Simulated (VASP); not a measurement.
# CoSi2 (Fm-3m) in VASP: notebook, part 2 of 2

VASP 6.6.1. Earlier steps stand in the parts before.

### 4 Single point, PBEsol, collinear spin, ferromagnetic start

This run uses another cell than the first one, of 12.00 Å³/atom, 0.889 times its volume.

Input file INCAR:

```
PREC     = Accurate       # precision mode
ENCUT    = 520            # plane-wave cutoff, eV
EDIFF    = 1E-6           # SCF threshold, eV
ISMEAR   = 0              # smearing method
SIGMA    = 0.15           # smearing width, eV
LREAL    = False          # projectors in reciprocal space
LASPH    = True           # aspherical terms in the spheres
NELM     = 150            # most SCF steps
ALGO     = Normal         # electronic algorithm
ISIF     = 2              # what is computed and relaxed
LWAVE    = False          # write WAVECAR
LCHARG   = True           # write CHGCAR
ISPIN    = 2              # spin polarisation
MAGMOM   = 0.275 0 0      # initial moments
LORBIT   = 11             # projections on sites
NUPDOWN  = 0.275          # fixed moment
LMAXMIX  = 4              # l up to which the mixer works
GGA      = PS             # functional
LELF     = True           # ELF
LVHAR    = True         
NBANDS   = 20             # bands
```

Input file KPOINTS:

```
Automatic mesh
0
Gamma
  14 14 14
```

Input file POSCAR:

```
CoSi2
1.0
    0.0000000000      2.6204501684      2.6204501684
    2.6204501684      0.0000000000      2.6204501684
    2.6204501684      2.6204501684      0.0000000000
Co Si
1 2
Direct
    0.0000000000      0.0000000000      0.0000000000
    0.2500000000      0.2500000000      0.2500000000
    0.7500000000      0.7500000000      0.7500000000
```

Potentials or basis: VASP PAW PBE potentials, release 64 (Co, Si).

On the command line:

```console
> cat potpaw_PBE.64/Co/POTCAR potpaw_PBE.64/Si/POTCAR > POTCAR
> mpirun -np 1 vasp_std > vasp.out
```

OUTCAR:

```text
PREC = Accurate
   ENCUT = 520
   EDIFF = 1E-6
   ISMEAR = 0
   LREAL = False
   LASPH = True
   NELM = 150
   ISIF = 2
   ISPIN = 2
   LORBIT = 11
   NUPDOWN = 0.275
   GGA = PS

 ion  position               nearest neighbor table
   1  0.000  0.000  0.000-   2 2.27   3 2.27   3 2.27   3 2.27   3 2.27   2 2.27   2 2.27   2 2.27

   2  0.250  0.250  0.250-   1 2.27   1 2.27   1 2.27   1 2.27   3 2.62   3 2.62   3 2.62   3 2.62
                             3 2.62   3 2.62
   3  0.750  0.750  0.750-   1 2.27   1 2.27   1 2.27   1 2.27   2 2.62   2 2.62   2 2.62   2 2.62
                             2 2.62   2 2.62

  LATTYP: Found a face centered cubic cell.
 ALAT       =     5.2409003368

  Lattice vectors:

 A1 = (   0.0000000000,   2.6204501684,   2.6204501684)
 A2 = (   2.6204501684,   0.0000000000,   2.6204501684)
 A3 = (   2.6204501684,   2.6204501684,   0.0000000000)

Analysis of symmetry for initial positions (statically):
=====================================================================
 Subroutine PRICEL returns:
 Original cell was already a primitive cell.

 Routine SETGRP: Setting up the symmetry group for a
 face centered cubic supercell.

 Subroutine GETGRP returns: Found 48 space group operations
 (whereof 48 operations were pure point group operations)
 out of a pool of 48 trial point group operations.

The static configuration has the point symmetry O_h .

Analysis of symmetry for dynamics (positions and initial velocities):
=====================================================================
 Subroutine PRICEL returns:
 Original cell was already a primitive cell.

 Routine SETGRP: Setting up the symmetry group for a
 face centered cubic supercell.

 Subroutine GETGRP returns: Found 48 space group operations
 (whereof 48 operations were pure point group operations)
 out of a pool of 48 trial point group operations.

The dynamic configuration has the point symmetry O_h .

Analysis of structural, dynamic, and magnetic symmetry:
=====================================================================
 Subroutine PRICEL returns:
 Original cell was already a primitive cell.

 Routine SETGRP: Setting up the symmetry group for a
 face centered cubic supercell.

 Subroutine GETGRP returns: Found 48 space group operations
 (whereof 48 operations were pure point group operations)
 out of a pool of 48 trial point group operations.

The overall configuration has the point symmetry O_h .

 Subroutine INISYM returns: Found 48 space group operations
 (whereof 48 operations are pure point group operations),
 and found     1 'primitive' translations

----------------------------------------------------------------------------------------

                                     Primitive cell

  volume of cell :      35.9880

  direct lattice vectors                    reciprocal lattice vectors
     0.000000000  2.620450168  2.620450168    -0.190806910  0.190806910  0.190806910
     2.620450168  0.000000000  2.620450168     0.190806910 -0.190806910  0.190806910
     2.620450168  2.620450168  0.000000000     0.190806910  0.190806910 -0.190806910

  length of vectors
     3.705876168  3.705876168  3.705876168     0.330487263  0.330487263  0.330487263

  position of ions in fractional coordinates (direct lattice)
     0.000000000  0.000000000  0.000000000
     0.250000000  0.250000000  0.250000000
[... 77 lines left out ...]
   ENCUT  =  520.0 eV  38.22 Ry    6.18 a.u.   6.89  6.89  6.89*2*pi/ulx,y,z
   NELM   =    150;   NELMIN=  2; NELMDL= -5     # of ELM steps
   EDIFF  = 0.1E-05   stopping-criterion for ELM
   LREAL  =      F    real-space projection
   EDIFFG = 0.1E-04   stopping-criterion for IOM
   NSW    =      0    number of steps for IOM
   IBRION =     -1    ionic relax: 0-MD 1-quasi-New 2-CG
   NFREE  =      0    steps in history (QN), initial steepest desc. (CG)
   ISIF   =      2    stress and relaxation
   ISYM   =      2    0-nonsym 1-usesym 2-fastsym
   POTIM  = 0.5000    time-step for ionic-motion
   TEBEG  =    0.0;   TEEND  =   0.0 temperature during run
   PSTRESS=    0.0 pullay stress
   NELECT =      17.0000    total number of electrons
   NUPDOWN=       0.2750    fix difference up-down
   EMIN   =  10.00;   EMAX   =-10.00  energy-range for DOS
   EFERMI =   0.00;   METHOD = LEGACY
   ISMEAR =     0;   SIGMA  =   0.15  broadening in eV -4-tet -1-fermi 0-gaus
   EFERMI_NEDOS =   21; number of points for ismear=-14 and -15
   IALGO  =     38    algorithm
   IMIX   =      4    mixing-type and parameters
     AMIX     =   0.40;   BMIX     =  1.00
     AMIX_MAG =   1.60;   BMIX_MAG =  1.00
  volume/ion in A,a.u.               =      12.00        80.95
  Fermi-wavevector in a.u.,A,eV,Ry     =   1.274985  2.409373 22.117467  1.625588
  Thomas-Fermi vector in A             =   2.407723
   LORBIT       =     11    0 simple, 1 ext, 2 COOP (PROOUT), +10 PAW based schemes
   GGA     = PS    functional components
   LHFCALC =     F    Hartree Fock is set to
   AEXX    =    0.0000 exact exchange contribution
   IVDW    =     0    specifies the selected vdW correction
   LEPSILON=     F    determine dielectric tensor
   LRPA    =     F    only Hartree local field effects (RPA)
 spin polarized calculation
 Gauss-broadening in eV      SIGMA  =   0.15
  energy-cutoff  :      520.00
  volume of cell :       35.99
 maximum number of plane-waves:       984
   NGX = 13   NGY = 13   NGZ = 13

 number of electron      17.0000005 magnetization       0.2750000

 Free energy of the ion-electron system (eV)
  ---------------------------------------------------
  ext. energy  EPLUGINS =         0.00000000
  ---------------------------------------------------
  free energy    TOTEN  =       -20.91498719 eV

  energy without entropy =      -20.90372210  energy(sigma->0) =      -20.90935464

 E-fermi :  10.6906     XC(G=0): -12.1564

 val. band max:       11.1457153292   @ k =   0.3571   0.1429   0.0000
 cond. band min:      10.7129579208   @ k =   0.5000   0.1429   0.0714
 fundamental gap:     -0.4327574083
 Fermi energy:        11.1591902062

 spin component 1

 k-point     1 :       0.0000    0.0000    0.0000
  band No.  band energies     occupation
      1      -2.7674      1.00000
      2       6.4624      1.00000
      3       6.4624      1.00000
      4       6.4624      1.00000
      5       8.6925      1.00000
      6       8.6925      1.00000
[... 541 lines left out ...]
     19      25.9524      0.00000
     20      28.1875      0.00000

 [... further k-points ...]

 spin component 2

 k-point     1 :       0.0000    0.0000    0.0000
  band No.  band energies     occupation
      1      -2.7020      1.00000
      2       6.5639      1.00000
      3       6.5639      1.00000
      4       6.5639      1.00000
      5       8.8298      1.00000
      6       8.8298      1.00000
[... 541 lines left out ...]
     19      25.9992      0.00000
     20      28.2583      0.00000

 [... further k-points ...]

------------------------ aborting loop because EDIFF is reached ----------------------------------------

  FORCE on cell =-STRESS in cart. coord.  units (eV):
  Direction    XX          YY          ZZ          XY          YZ          ZX
  --------------------------------------------------------------------------------------
  -------------------------------------------------------------------------------------
  Total        2.0209673      2.0209673      2.0209673      0.0000000      0.0000000      0.0000000
  in kB       89.9729910     89.9729910     89.9729910      0.0000000      0.0000000      0.0000000
  external PRESSURE =      89.9729910 kB  Pullay stress =       0.0000000 kB

 VOLUME and BASIS-vectors are now :
 -----------------------------------------------------------------------------
  energy-cutoff  :      520.00
  volume of cell :       35.99
      direct lattice vectors                 reciprocal lattice vectors
     0.000000000  2.620450168  2.620450168    -0.190806910  0.190806910  0.190806910
     2.620450168  0.000000000  2.620450168     0.190806910 -0.190806910  0.190806910
     2.620450168  2.620450168  0.000000000     0.190806910  0.190806910 -0.190806910

 POSITION                                       TOTAL-FORCE (eV/Angst)
 -----------------------------------------------------------------------------------
      0.00000      0.00000      0.00000         0.000000      0.000000      0.000000
      1.31023      1.31023      1.31023        -0.000000      0.000000     -0.000000
      3.93068      3.93068      3.93068        -0.000000     -0.000000     -0.000000
 -----------------------------------------------------------------------------------
    total drift:                               -0.000000     -0.000000      0.000000

  FREE ENERGIE OF THE ION-ELECTRON SYSTEM (eV)
  ---------------------------------------------------
  free  energy   TOTEN  =       -20.9149871930 eV

  energy  without entropy=      -20.9037220966  energy(sigma->0) =      -20.90935464

 total charge

# of ion       s       p       d       tot
------------------------------------------
    1        0.578   0.804   7.671   9.053
    2        0.717   0.916   0.000   1.633
    3        0.717   0.916   0.000   1.633
--------------------------------------------------
tot          2.012   2.636   7.671  12.318

 magnetization (x)

# of ion       s       p       d       tot
------------------------------------------
    1        0.004   0.039   0.128   0.171
    2        0.002   0.018   0.000   0.020
    3        0.002   0.018   0.000   0.020
--------------------------------------------------
tot          0.007   0.076   0.128   0.211
```

Wall time 92 s (1 thread of AMD EPYC 9R45 (Zen 5), shared host); peak memory 0.22 GiB.

Results:

```
Free energy                                           : -20.9150 eV
Pressure                                              : 9.0 GPa
Net moment                                            : 0.28 μB per cell
Site moments                                          : Co +0.17; Si +0.02 μB
Valence electrons inside the program's atomic spheres : Co 9.05; Si 1.63
```

Caveat: the PAW data sets were made with another functional, which shifts forces and pressure a little; the total moment is fixed, so each spin has its own Fermi level.

### 5 The runs side by side

| fixed moment (μB) | cell | pressure (GPa) | moment (μB) |
| --- | --- | --- | --- |
| 1.375 | a = 3.854 Å, angles 60.0°, 3 atoms | -4.9 | 1.38 |
| 1.925 | a = 3.706 Å, angles 60.0°, 3 atoms | 23.4 | 1.93 |
| 0.275 | a = 3.706 Å, angles 60.0°, 3 atoms | 9.0 | 0.28 |

Alike in all rows: task single point; level PBEsol; potentials or basis VASP PAW PBE potentials, release 64 (Co, Si); spin collinear, ferromagnetic start; k mesh 14 × 14 × 14; cutoff (eV) 520; smearing gaussian 0.15 eV.

Caveats: the PAW data sets were made with another functional, which shifts forces and pressure a little; the total moment is fixed, so each spin has its own Fermi level.

Total energies depend on the potentials used, so only differences within one code and one set of settings carry meaning.
